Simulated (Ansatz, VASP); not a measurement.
One calculation of Pt, two programs

File INCAR:

```
PREC = Accurate
ENCUT = 520
EDIFF = 1E-6
ISMEAR = 0
SIGMA = 0.15
LREAL = F
LASPH = T
NELM = 100
ALGO = Fast
ISIF = 2
LWAVE = F
LCHARG = F
GGA = PE
NBANDS = 17
```

The input KPOINTS:

```
regular mesh
0
Gamma
  18 18 10
```

Contents of POSCAR:

```
Pt
1.0
    2.8275031057      0.0000000000      0.0000000000
   -1.4137515529      2.4486895188      0.0000000000
    0.0000000000      0.0000000000      4.9009175713
Pt
2
Direct
    0.6316843886      0.3333333333      0.7500000000
    0.3683156114      0.6666666667      0.2500000000
```

Input for Ansatz:

```yaml
crystal:
  lattice:
    - [2.8275031057, 0.0, 0.0]
    - [-1.4137515529, 2.4486895188, 0.0]
    - [0.0, 0.0, 4.9009175713]
  atoms:
    - { symbol: Pt, position: [0.6316843886, 0.3333333333, 0.75] }
    - { symbol: Pt, position: [0.3683156114, 0.6666666667, 0.25] }
basis:
  ecutwfc: 420
kpoints:
  mp_grid: { grid: [18, 18, 10] }
hamiltonian:
  xc: pbe
scf:
  occupations: { method: gaussian, width: 0.15 }
output:
  forces: true
  stress: true
  eigenvalues: true
```

Change from the starting cell: mode 1 frozen in at -0.097 Å, equal normal strain along x, y and z +0.0250.

Alike in both runs: task single point; functional PBE; k mesh 18 × 18 × 10; occupations gaussian, width 0.15 eV; no spin polarisation.

|  | VASP | Ansatz |
| --- | --- | --- |
| version | VASP 6.6.1 | Ansatz 0.2.0 |
| potentials or method | VASP PAW PBE potentials, release 64 (Pt), cutoff 520 eV | scalar-relativistic, plane waves, PAW |
| valence electrons in the cell | 20 | 36 |

|  | VASP | Ansatz | Ansatz less VASP |
| --- | --- | --- | --- |
| gap on the k mesh at the Fermi level (eV) | none | none | - |
| pressure (GPa) | -14.7 | -14.4 | +0.33 |
| traceless stress, the component that is largest in VASP (GPa) | 1.38 | 1.46 | +0.084 |
| rms of the force components (eV/Å) | 0.052 | 0.052 | +0.0003 |

Atom by atom the forces differ by 0.000 eV/Å (rms over components). A gap of «none» marks a metal or a gap that the smearing closes. VASP's potentials hold 20 valence electrons a cell and Ansatz's 36, so a difference there can come from the potentials and not from the codes.

Spin-orbit coupling is off throughout.
